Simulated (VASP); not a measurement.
A run of VASP 6.6.1 is set up as follows.

File INCAR:

```
ALGO = Normal
EDIFF = 1E-6
EDIFFG = -0.002
ENCUT = 600
IBRION = 2
ISIF = 3
ISMEAR = 0
LASPH = True
LCHARG = False
LREAL = False
LWAVE = False
NELM = 80
NSW = 100
PREC = Accurate
PSTRESS = 70.0
SIGMA = 0.01
```

KPOINTS

```
k-points
0
Gamma
  6 6 6
```

Contents of POSCAR:

```
CdSe
1.0
    3.0039936764      3.0039936764      0.0000000000
   -3.0039936764      3.0039936764      0.0000000000
    0.0000000000      3.0039936764      3.0039936764
Cd Se
1 1
Direct
    0.0000000000      0.0000000000      0.0000000000
    0.7500000000      0.2500000000      0.5000000000
```

Potentials or basis: VASP PAW LDA potentials, release 64 (Cd, Se).

The run is started by

```bash
$ cat potpaw_LDA.64/Cd/POTCAR potpaw_LDA.64/Se/POTCAR > POTCAR
$ mpirun -np 1 vasp_std > vasp.out
```

(1) Predict the space group after relaxing (to 0.1 Å).

(2) Estimate the relaxed volume.

(3) Predict the relaxed cell.

(4) Predict the band gap on the k mesh.

Answers

(1) F-43m (No. 216).

(2) 24.81 Å³/atom.

(3) a = 4.125 Å, b = 4.125 Å, c = 4.125 Å, α = 60.00°, β = 60.00°, γ = 90.00°.

(4) 0.61 eV.

Caveat: the cell is relaxed towards a set pressure, so the run minimises the enthalpy, not the energy.
